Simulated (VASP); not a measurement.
Input of a VASP 6.6.1 run:

File INCAR:

```
PREC = Accurate
ENCUT = 600
EDIFF = 1E-7
ISMEAR = 0
SIGMA = 0.02
LREAL = False
LASPH = True
NELM = 120
ALGO = Normal
ISIF = 3
LWAVE = False
LCHARG = False
IBRION = 2
NSW = 100
EDIFFG = -0.002
GGA_COMPAT = False
NELMIN = 4
```

The input KPOINTS:

```
regular mesh
0
Gamma
  12 12 12
```

POSCAR

```
C
1.0
    0.0000000000      1.7657474434      1.7657474434
    1.7657474434      0.0000000000      1.7657474434
    1.7657474434      1.7657474434      0.0000000000
C
2
Direct
    0.0000000000      0.0000000000      0.0000000000
    0.2500000000      0.2500000000      0.2500000000
```

Potentials or basis: VASP PAW LDA potentials, release 64 (C).

Run with:

```sh
$ cat potpaw_LDA.64/C/POTCAR > POTCAR
$ mpirun -np 1 vasp_std > vasp.out
```

(1) Estimate the space group after relaxing (to 0.05 Å).

(2) What does it give for the relaxed volume?

Answers

(1) Fd-3m (No. 227).

(2) 5.52 Å³/atom.
